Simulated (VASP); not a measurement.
# Ag (P6_3/mmc) in VASP: further runs

The runs below take Ag through single point, with r2SCAN.

Everything below comes from runs of VASP 6.6.1. Logs are shortened: lines on timing, memory, paths and dates and some standing lists are left out, and cuts for length are marked.

### 1 The cell of the first run

It takes space group P6_3/mmc (No. 194, hexagonal). Conventional cell: a = 2.867 Å, b = 2.867 Å, c = 9.933 Å, α = 90.00°, β = 90.00°, γ = 120.00°. Ag (site symmetry -3m) has 12 Ag at 2.87 to 2.98 Å within 3.8 Å. Within 3.8 Å of Ag (site symmetry -6m2) lie 12 Ag at 2.87 to 2.98 Å.

This isn't the form of Ag at room conditions, which is fcc.

### 2 Single point, r2SCAN

The input, POSCAR:

```
Ag
1.0
    2.8668289465      0.0000000000      0.0000000000
   -1.4334144733      2.4827466960      0.0000000000
    0.0000000000      0.0000000000      9.9328838838
Ag
4
Direct
    0.0000000000      0.0000000000      0.5000000000
    0.0000000000      0.0000000000      0.0000000000
    0.6666666667      0.3333333333      0.7500000000
    0.3333333333      0.6666666667      0.2500000000
```

The input, INCAR.step1:

```
PREC = Accurate
ENCUT = 520
ISMEAR = -1
SIGMA = 0.05
LREAL = F
LASPH = T
NELM = 100
NBANDS = 30
GGA = PE
ALGO = Normal
EDIFF = 1E-4
LWAVE = T
LCHARG = F
```

The input, INCAR.step2:

```
PREC = Accurate
ENCUT = 520
EDIFF = 1E-7
ISMEAR = -1
SIGMA = 0.05
LREAL = F
LASPH = T
NELM = 100
ALGO = Normal
ISIF = 2
LWAVE = F
LCHARG = F
METAGGA = R2SCAN
LMIXTAU = T
NBANDS = 30
ISTART = 1
```

The input, KPOINTS:

```
regular mesh
0
Gamma
  11 11 3
```

Potentials or basis: VASP PAW PBE potentials, release 64 (Ag).

Run with:

```console
> cat potpaw_PBE.64/Ag/POTCAR > POTCAR
> cp INCAR.step1 INCAR
> mpirun -np 1 vasp_std > vasp.out
> cp INCAR.step2 INCAR
> mpirun -np 1 vasp_std > vasp.out
```

OUTCAR:

```text
PREC = Accurate
   ENCUT = 520
   EDIFF = 1E-7
   ISMEAR = -1
   LREAL = F
   LASPH = T
   NELM = 100
   ISIF = 2
   METAGGA = R2SCAN
   ISTART = 1

 ion  position               nearest neighbor table
   1  0.000  0.000  0.500-   3 2.98   4 2.98   3 2.98   4 2.98   3 2.98   4 2.98
   2  0.000  0.000  0.000-   3 2.98   4 2.98   3 2.98   4 2.98   3 2.98   4 2.98
   3  0.667  0.333  0.750-   1 2.98   2 2.98   1 2.98   2 2.98   1 2.98   2 2.98
   4  0.333  0.667  0.250-   1 2.98   2 2.98   1 2.98   2 2.98   1 2.98   2 2.98

  LATTYP: Found a hexagonal cell.
 ALAT       =     2.8668289465
 C/A-ratio  =     3.4647633567

  Lattice vectors:

 A1 = (   2.8668289465,   0.0000000000,   0.0000000000)
 A2 = (  -1.4334144733,   2.4827466960,   0.0000000000)
 A3 = (   0.0000000000,   0.0000000000,   9.9328838838)

Analysis of symmetry for initial positions (statically):
=====================================================================
 Subroutine PRICEL returns:
 Original cell was already a primitive cell.

 Routine SETGRP: Setting up the symmetry group for a
 hexagonal supercell.

 Subroutine GETGRP returns: Found 24 space group operations
 (whereof 12 operations were pure point group operations)
 out of a pool of 24 trial point group operations.

The static configuration has the point symmetry D_3d.
 The point group associated with its full space group is D_6h.

Analysis of symmetry for dynamics (positions and initial velocities):
=====================================================================
 Subroutine PRICEL returns:
 Original cell was already a primitive cell.

 Routine SETGRP: Setting up the symmetry group for a
 hexagonal supercell.

 Subroutine GETGRP returns: Found 24 space group operations
 (whereof 12 operations were pure point group operations)
 out of a pool of 24 trial point group operations.

The dynamic configuration has the point symmetry D_3d.
 The point group associated with its full space group is D_6h.

 Subroutine INISYM returns: Found 24 space group operations
 (whereof 12 operations are pure point group operations),
 and found     1 'primitive' translations

----------------------------------------------------------------------------------------

                                     Primitive cell

  volume of cell :      70.6984

  direct lattice vectors                    reciprocal lattice vectors
     2.866828947  0.000000000  0.000000000     0.348817463  0.201389856  0.000000000
    -1.433414473  2.482746696  0.000000000     0.000000000  0.402779712  0.000000000
     0.000000000  0.000000000  9.932883884     0.000000000  0.000000000  0.100675696

  length of vectors
     2.866828947  2.866828947  9.932883884     0.402779712  0.402779712  0.100675696

  position of ions in fractional coordinates (direct lattice)
     0.000000000  0.000000000  0.500000000
     0.000000000  0.000000000  0.000000000
     0.666666667  0.333333333  0.750000000
     0.333333333  0.666666667  0.250000000

  ion indices of the primitive-cell ions
   primitive index   ion index
                 1           1
                 2           2
                 3           3
                 4           4

----------------------------------------------------------------------------------------

 KPOINTS: regular mesh

Automatic generation of k-mesh.
 Grid dimensions read from file:
 generate k-points for:   11   11    3

 Generating k-lattice:

  Cartesian coordinates                     Fractional coordinates (reciprocal lattice)
     0.031710678  0.018308169  0.000000000     0.090909091 -0.000000000  0.000000000
     0.000000000  0.036616337  0.000000000     0.000000000  0.090909091  0.000000000
     0.000000000  0.000000000  0.033558565     0.000000000  0.000000000  0.333333333

  Length of vectors
     0.036616337  0.036616337  0.033558565

  Shift w.r.t. Gamma in fractional coordinates (k-lattice)
     0.000000000  0.000000000  0.000000000

 Subroutine IBZKPT returns following result:
 ===========================================

 Found     32 irreducible k-points:

 Following reciprocal coordinates:
            Coordinates               Weight
  0.000000  0.000000  0.000000      1.000000
  0.090909  0.000000  0.000000      6.000000
  0.181818 -0.000000  0.000000      6.000000
  0.272727 -0.000000  0.000000      6.000000
  0.363636  0.000000  0.000000      6.000000
  0.454545  0.000000  0.000000      6.000000
[... 16 lines left out ...]
  0.090909  0.090909  0.333333     12.000000
  0.181818  0.090909  0.333333     24.000000
 [... further k-points ...]
   k-points           NKPTS =     32   k-points in BZ     NKDIM =     32   number of bands    NBANDS=     30
   number of dos      NEDOS =    301   number of ions     NIONS =      4
   total plane-waves  NPLWV =  46080
   dimension x,y,z NGX =    24 NGY =   24 NGZ =   80
   dimension x,y,z NGXF=    48 NGYF=   48 NGZF=  160
   ions per type =               4
   NGX,Y,Z   is equivalent  to a cutoff of  13.92, 13.92, 13.39 a.u.
   NGXF,Y,Z  is equivalent  to a cutoff of  27.83, 27.83, 26.78 a.u.
 SYSTEM =  unknown system
   PREC   = accura    normal or accurate (medium, high low for compatibility)
   ISTART =      1    job   : 0-new  1-cont  2-samecut
   ICHARG =      0    charge: 1-file 2-atom 10-const
   ISPIN  =      1    spin polarized calculation?
   LNONCOLLINEAR =      F non collinear calculations
   LSORBIT =      F    spin-orbit coupling
   LASPH  =      T    aspherical Exc in radial PAW
   ENCUT  =  520.0 eV  38.22 Ry    6.18 a.u.   5.33  5.33 18.47*2*pi/ulx,y,z
   NELM   =    100;   NELMIN=  2; NELMDL=  0     # of ELM steps
   EDIFF  = 0.1E-06   stopping-criterion for ELM
   LREAL  =      F    real-space projection
   EDIFFG = 0.1E-05   stopping-criterion for IOM
   NSW    =      0    number of steps for IOM
   IBRION =     -1    ionic relax: 0-MD 1-quasi-New 2-CG
   NFREE  =      0    steps in history (QN), initial steepest desc. (CG)
   ISIF   =      2    stress and relaxation
   ISYM   =      2    0-nonsym 1-usesym 2-fastsym
   POTIM  = 0.5000    time-step for ionic-motion
   TEBEG  =    0.0;   TEEND  =   0.0 temperature during run
   PSTRESS=    0.0 pullay stress
   NELECT =      44.0000    total number of electrons
   NUPDOWN=      -1.0000    fix difference up-down
   EMIN   =  10.00;   EMAX   =-10.00  energy-range for DOS
   EFERMI =   0.00;   METHOD = LEGACY
   ISMEAR =    -1;   SIGMA  =   0.05  broadening in eV -4-tet -1-fermi 0-gaus
   EFERMI_NEDOS =   21; number of points for ismear=-14 and -15
   IALGO  =     38    algorithm
   IMIX   =      4    mixing-type and parameters
     AMIX     =   0.40;   BMIX     =  1.00
     AMIX_MAG =   1.60;   BMIX_MAG =  1.00
  volume/ion in A,a.u.               =      17.67       119.27
  Fermi-wavevector in a.u.,A,eV,Ry     =   1.397728  2.641322 26.580919  1.953642
  Thomas-Fermi vector in A             =   2.520955
   LORBIT       =      0    0 simple, 1 ext, 2 COOP (PROOUT), +10 PAW based schemes
   METAGGA = R2SCAN    functional components
   LHFCALC =     F    Hartree Fock is set to
   AEXX    =    0.0000 exact exchange contribution
   IVDW    =     0    specifies the selected vdW correction
   LEPSILON=     F    determine dielectric tensor
   LRPA    =     F    only Hartree local field effects (RPA)
 non-spin polarized calculation
  energy-cutoff  :      520.00
  volume of cell :       70.70
 maximum number of plane-waves:      1969
 NGX is ok and might be reduce to    24
   NGX = 11   NGY = 11   NGZ = 37

 number of electron      44.0000002 magnetization

 Free energy of the ion-electron system (eV)
  ---------------------------------------------------
  ext. energy  EPLUGINS =         0.00000000
  ---------------------------------------------------
  free energy    TOTEN  =       -85.38495112 eV

  energy without entropy =      -85.37079448  energy(sigma->0) =      -85.37787280

 E-fermi :   8.0155     XC(G=0): -12.7167

 val. band max:        7.9608197239   @ k =   0.0909   0.0000   0.0000
 cond. band min:       8.0172679158   @ k =   0.2727   0.0909   0.3333
 fundamental gap:      0.0564481920
 Fermi energy:         8.0155270007

 k-point     1 :       0.0000    0.0000    0.0000
  band No.  band energies     occupation
      1       0.2546      2.00000
      2       1.3756      2.00000
      3       1.3859      2.00000
      4       1.3872      2.00000
      5       2.6964      2.00000
      6       2.9394      2.00000
[... 22 lines left out ...]
     29      24.4361      0.00000
     30      25.4187      0.00000

 k-point     2 :       0.0909    0.0000    0.0000
  band No.  band energies     occupation
      1       0.4961      2.00000
      2       1.5239      2.00000
      3       1.5933      2.00000
      4       1.5943      2.00000
      5       2.7338      2.00000
      6       2.8256      2.00000
[... 22 lines left out ...]
     29      24.2404      0.00000
     30      24.5891      0.00000

 k-point     3 :       0.1818   -0.0000    0.0000
  band No.  band energies     occupation
      1       1.1378      2.00000
      2       1.8128      2.00000
      3       2.0196      2.00000
      4       2.0461      2.00000
      5       2.4867      2.00000
      6       2.5892      2.00000
[... 22 lines left out ...]
     29      22.1061      0.00000
     30      22.1173      0.00000

 k-point     4 :       0.2727   -0.0000    0.0000
  band No.  band energies     occupation
      1       1.6759      2.00000
      2       1.7805      2.00000
      3       1.9299      2.00000
      4       2.1003      2.00000
      5       2.2754      2.00000
      6       2.3550      2.00000
[... 616 lines left out ...]
     29      17.4024      0.00000
     30      18.6505      0.00000

 k-point    23 :       0.0909    0.0909    0.3333
  band No.  band energies     occupation
      1       1.1173      2.00000
      2       1.5605      2.00000
      3       1.8216      2.00000
      4       1.9261      2.00000
      5       2.5601      2.00000
      6       2.6297      2.00000
[... 22 lines left out ...]
     29      22.6437      0.00000
     30      22.9844      0.00000

 k-point    24 :       0.1818    0.0909    0.3333
  band No.  band energies     occupation
      1       1.7370      2.00000
      2       1.9455      2.00000
      3       2.0565      2.00000
      4       2.1912      2.00000
      5       2.4500      2.00000
      6       2.5262      2.00000
[... 22 lines left out ...]
     29      21.1493      0.00000
     30      21.7275      0.00000

 [... further k-points ...]

------------------------ aborting loop because EDIFF is reached ----------------------------------------

  FORCE on cell =-STRESS in cart. coord.  units (eV):
  Direction    XX          YY          ZZ          XY          YZ          ZX
  --------------------------------------------------------------------------------------
  -------------------------------------------------------------------------------------
  Total       -0.1372313     -0.1372313     -1.8833853      0.0000000      0.0000000      0.0000000
  in kB       -3.1099547     -3.1099547    -42.6815528      0.0000000      0.0000000      0.0000000
  external PRESSURE =     -16.3004874 kB  Pullay stress =       0.0000000 kB

 VOLUME and BASIS-vectors are now :
 -----------------------------------------------------------------------------
  energy-cutoff  :      520.00
  volume of cell :       70.70
      direct lattice vectors                 reciprocal lattice vectors
     2.866828947  0.000000000  0.000000000     0.348817463  0.201389856  0.000000000
    -1.433414473  2.482746696  0.000000000     0.000000000  0.402779712  0.000000000
     0.000000000  0.000000000  9.932883884     0.000000000  0.000000000  0.100675696

 POSITION                                       TOTAL-FORCE (eV/Angst)
 -----------------------------------------------------------------------------------
      0.00000      0.00000      4.96644         0.000000      0.000000     -0.000000
      0.00000      0.00000      0.00000         0.000000      0.000000     -0.000000
      1.43341      0.82758      7.44966        -0.000000     -0.000000      0.000000
     -0.00000      1.65516      2.48322         0.000000      0.000000      0.000000
 -----------------------------------------------------------------------------------
    total drift:                               -0.000000      0.000000     -0.000000

  FREE ENERGIE OF THE ION-ELECTRON SYSTEM (eV)
  ---------------------------------------------------
  free  energy   TOTEN  =       -85.3849511188 eV

  energy  without entropy=      -85.3707944832  energy(sigma->0) =      -85.37787280
```

Run time: 2.7 min. Hardware: 1 thread of Intel Xeon 6975P-C (Granite Rapids), shared host; peak memory 0.23 GiB.

What came out:

| Item | Value |
| --- | --- |
| Free energy | -85.3850 eV |
| Pressure | -1.6 GPa |
| Band gap on the k mesh | zero (bands 22 and 23 overlap by 6.43 eV) |

Caveat: the PAW data sets were made with another functional, which shifts forces and pressure a little.

### 3 Single point, r2SCAN

This run uses another cell than the first one, of 18.04 Å³/atom.

The input, POSCAR:

```
Ag
1.0
    2.8862000000      0.0000000000      0.0000000000
   -1.4431000000      2.4995225204      0.0000000000
    0.0000000000      0.0000000000     10.0000000000
Ag
4
Direct
    0.0000000000      0.0000000000      0.5000000000
    0.0000000000      0.0000000000      0.0000000000
    0.6666666667      0.3333333333      0.7500000000
    0.3333333333      0.6666666667      0.2500000000
```

Edit INCAR.step1 of step 2 so:

```diff
@@ -6,3 +6,3 @@
 LASPH = T
-NELM = 100
+NELM = 60
 NBANDS = 30
```

Edit INCAR.step2 of step 2 so:

```diff
@@ -2,3 +2,3 @@
 ENCUT = 520
-EDIFF = 1E-7
+EDIFF = 1E-6
 ISMEAR = -1
@@ -7,3 +7,3 @@
 LASPH = T
-NELM = 100
+NELM = 60
 ALGO = Normal
```

KPOINTS is that of step 2.

Potentials or basis: VASP PAW PBE potentials, release 64 (Ag).

Run with:

```console
> cat potpaw_PBE.64/Ag/POTCAR > POTCAR
> cp INCAR.step1 INCAR
> mpirun -np 1 vasp_std > vasp.out
> cp INCAR.step2 INCAR
> mpirun -np 1 vasp_std > vasp.out
```

OUTCAR:

```text
PREC = Accurate
   ENCUT = 520
   EDIFF = 1E-6
   ISMEAR = -1
   LREAL = F
   LASPH = T
   NELM = 60
   ISIF = 2
   METAGGA = R2SCAN
   ISTART = 1

 ion  position               nearest neighbor table
   1  0.000  0.000  0.500-   3 3.00   4 3.00   4 3.00   3 3.00   3 3.00   4 3.00
   2  0.000  0.000  0.000-   3 3.00   4 3.00   4 3.00   3 3.00   3 3.00   4 3.00
   3  0.667  0.333  0.750-   1 3.00   2 3.00   1 3.00   2 3.00   1 3.00   2 3.00
   4  0.333  0.667  0.250-   1 3.00   2 3.00   1 3.00   2 3.00   1 3.00   2 3.00

  LATTYP: Found a hexagonal cell.
 ALAT       =     2.8862000000
 C/A-ratio  =     3.4647633567

  Lattice vectors:

 A1 = (   2.8862000000,   0.0000000000,   0.0000000000)
 A2 = (  -1.4431000000,   2.4995225204,   0.0000000000)
 A3 = (   0.0000000000,   0.0000000000,  10.0000000000)

Analysis of symmetry for initial positions (statically):
=====================================================================
 Subroutine PRICEL returns:
 Original cell was already a primitive cell.

 Routine SETGRP: Setting up the symmetry group for a
 hexagonal supercell.
[... 170 lines left out ...]

  energy without entropy =      -85.34833450  energy(sigma->0) =      -85.35552068

 E-fermi :   7.7501     XC(G=0): -12.5784

 val. band max:        7.7444405786   @ k =   0.2727   0.0909   0.3333
 cond. band min:       7.7678961884   @ k =   0.2727   0.1818   0.0000
 fundamental gap:      0.0234556098
 Fermi energy:         7.7500544480

 k-point     1 :       0.0000    0.0000    0.0000
  band No.  band energies     occupation
      1       0.1386      2.00000
      2       1.2335      2.00000
      3       1.2460      2.00000
      4       1.2476      2.00000
      5       2.5096      2.00000
      6       2.7445      2.00000
[... 781 lines left out ...]
     29      20.7149      0.00000
     30      21.2811      0.00000

 [... further k-points ...]

------------------------ aborting loop because EDIFF is reached ----------------------------------------

  FORCE on cell =-STRESS in cart. coord.  units (eV):
  Direction    XX          YY          ZZ          XY          YZ          ZX
  --------------------------------------------------------------------------------------
  -------------------------------------------------------------------------------------
  Total       -1.0043687     -1.0043687     -2.5851764      0.0000000      0.0000000      0.0000000
  in kB      -22.3059273    -22.3059273    -57.4139322      0.0000000      0.0000000      0.0000000
  external PRESSURE =     -34.0085956 kB  Pullay stress =       0.0000000 kB

 VOLUME and BASIS-vectors are now :
 -----------------------------------------------------------------------------
  energy-cutoff  :      520.00
  volume of cell :       72.14
      direct lattice vectors                 reciprocal lattice vectors
     2.886200000  0.000000000  0.000000000     0.346476336  0.200038206  0.000000000
    -1.443100000  2.499522520  0.000000000     0.000000000  0.400076411  0.000000000
     0.000000000  0.000000000 10.000000000     0.000000000  0.000000000  0.100000000

 POSITION                                       TOTAL-FORCE (eV/Angst)
 -----------------------------------------------------------------------------------
      0.00000      0.00000      5.00000        -0.000000      0.000000     -0.000000
      0.00000      0.00000      0.00000        -0.000000      0.000000     -0.000000
      1.44310      0.83317      7.50000        -0.000000      0.000000      0.000000
     -0.00000      1.66635      2.50000         0.000000     -0.000000     -0.000000
 -----------------------------------------------------------------------------------
    total drift:                               -0.000000      0.000000     -0.000000

  FREE ENERGIE OF THE ION-ELECTRON SYSTEM (eV)
  ---------------------------------------------------
  free  energy   TOTEN  =       -85.3627068702 eV

  energy  without entropy=      -85.3483344971  energy(sigma->0) =      -85.35552068
```

OUTCAR.step1:

```text
PREC = Accurate
   ENCUT = 520
   ISMEAR = -1
   LREAL = F
   LASPH = T
[... 1022 lines left out ...]
      0.00000      0.00000      5.00000         0.000000      0.000000      0.000000
      0.00000      0.00000      0.00000         0.000000      0.000000      0.000000
      1.44310      0.83317      7.50000        -0.000000      0.000000     -0.000000
     -0.00000      1.66635      2.50000         0.000000     -0.000000     -0.000000
 -----------------------------------------------------------------------------------
    total drift:                               -0.000000      0.000000     -0.000000

  FREE ENERGIE OF THE ION-ELECTRON SYSTEM (eV)
  ---------------------------------------------------
  free  energy   TOTEN  =       -10.8335258861 eV

  energy  without entropy=      -10.8188310602  energy(sigma->0) =      -10.82617847
```

Wall time 2.1 min (1 thread of Intel Xeon 6975P-C (Granite Rapids), shared host); peak memory 0.23 GiB.

Results:

| Item | Value |
| --- | --- |
| Free energy | -85.3627 eV |
| Pressure | -3.4 GPa |
| Band gap on the k mesh | zero (bands 22 and 23 overlap by 6.36 eV) |

Stress tensor (GPa, compression positive):
```
-2.23  0.00  0.00
 0.00 -2.23  0.00
 0.00  0.00 -5.74
```

Caveat: the cell stands under tension; the PAW data sets were made with another functional, which shifts forces and pressure a little.

[end of part 1 of 2]
